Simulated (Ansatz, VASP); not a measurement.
# AlN in VASP and in Ansatz

```
Al N
1.0
     1.91969   -4.48073    0.00000
     1.91969    4.48073    0.00000
    -1.91969    0.00000    3.66736
Al N
3 3
Direct
  0.12723 0.12723 0.25447
  0.87277 0.87277 0.74553
  0.35414 0.64586 0.50000
  0.14586 0.85414 0.50000
  0.64586 0.35414 0.50000
  0.85414 0.14586 0.50000
```

Alike in both runs: task single point; functional PBE; k mesh 6 × 6 × 6; occupations gaussian, width 0.1 eV; no spin polarisation.

|  | VASP | Ansatz |
| --- | --- | --- |
| version | VASP 6.6.1 | Ansatz 0.2.0 |
| potentials or method | VASP PAW PBE potentials, release 64 (Al, N), cutoff 520 eV | scalar-relativistic, plane waves, PAW |
| valence electrons in the cell | 24 | 24 |

Ansatz gave:

| Property | Result |
| --- | --- |
| gap on the k mesh at the Fermi level (eV) | none |
| rms of the force components (eV/Å) | 6.090 |

Task: Estimate VASP's values.

Result: gap on the k mesh at the Fermi level (eV): none; rms of the force components (eV/Å): 6.091.

Atom by atom the forces differ by 0.017 eV/Å (rms over components). A gap of «none» marks a metal or a gap that the smearing closes.
